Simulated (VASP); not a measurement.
Crystal: Pd.

```
Pd
1.0
     2.78367    0.00000    0.00000
    -1.39183    2.41072    0.00000
     0.00000    0.00000    4.62889
Pd
2
Direct
  0.66667 0.33333 0.75000
  0.33333 0.66667 0.25000
```

- Program: VASP 6.6.1
- Task: relaxation of volume and atoms at fixed shape
- Functional: LDA
- Potentials or basis: VASP PAW LDA potentials, release 64 (Pd)
- Cutoff: 600 eV
- k mesh: 9 × 9 × 5
- Occupations: fermi-dirac, width 0.05 eV
- Spin: no spin polarisation

At the start: pressure -15.4 GPa; volume 15.53 Å³/atom.

Where does the relaxation end?

Over 4 steps the energy falls by 68.9 meV/atom and the volume is 14.24 Å³/atom (-8.3 %); space group P6_3/mmc (No. 194, to 0.05 Å).

The path:
```csv
step,energy change (eV),largest force (eV/Å),pressure (GPa),volume (Å³)
1,0.0000,0.0000,-15.44,31.06
2,0.3005,0.0000,44.39,24.81
3,-0.1376,0.0000,-0.76,28.56
4,-0.1378,0.0000,-0.16,28.48
```

Final structure:
```
CELL_PARAMETERS angstrom
2.70429 0.00000 0.00000
-1.35215 2.34198 0.00000
0.00000 0.00000 4.49690
ATOMIC_POSITIONS crystal
Pd 0.66667 0.33333 0.75000
Pd 0.33333 0.66667 0.25000
```
